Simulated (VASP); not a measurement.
Wanted: the native input for a VASP 6.6.1 run.

| Quantity | Value |
| --- | --- |
| Task | single point |
| Functional | PBE |
| Potentials or basis | VASP PAW PBE potentials, release 64 (Cd, Te) |
| Cutoff | 520 eV |
| k mesh | 11 × 11 × 11 |
| Occupations | fermi-dirac, width 0.08 eV |
| Spin | no spin polarisation |
| Dipole correction | no |
| Further INCAR settings | ALGO = Normal; EDIFF = 1e-06; NBANDS = 16 |

The structure of CdTe (zincblende type) lies in POSCAR:

```
CdTe
1.0
    0.0000000000      3.1699467955      3.1699467955
    3.1699467955      0.0000000000      3.1699467955
    3.1699467955      3.1699467955      0.0000000000
Cd Te
1 1
Direct
    0.0000000000      0.0000000000      0.0000000000
    0.2500000000      0.2500000000      0.2500000000
```

This cell differs from its parent crystal: volume scaled by 0.88.

These files were run (other wordings do the same):

INCAR

```
  ALGO = Normal
  EDIFF = 1E-6
  ENCUT = 520
  GGA = PE
  ISIF = 2
  ISMEAR = -1
  LASPH = T
  LCHARG = F
  LREAL = F
  LWAVE = F
  NBANDS = 16
  NELM = 60
  PREC = Accurate
  SIGMA = 0.08
```

KPOINTS

```
k-points
0
Gamma
  11 11 11
```

Potentials or basis: VASP PAW PBE potentials, release 64 (Cd, Te).

The run is started by

```sh
$ cat potpaw_PBE.64/Cd/POTCAR potpaw_PBE.64/Te/POTCAR > POTCAR
$ mpirun -np 1 vasp_std > vasp.out
```

It gave:

* Pressure: 6.3 GPa
* Band gap on the k mesh: 0.98 eV, direct

Caveat: spin-orbit coupling is left out, which moves the levels of the heavy elements.

Wall time 39 s on 1 thread of Intel(R) Xeon(R) Platinum 8488C (Sapphire Rapids), with other jobs on the host, peak memory 0.24 GiB.
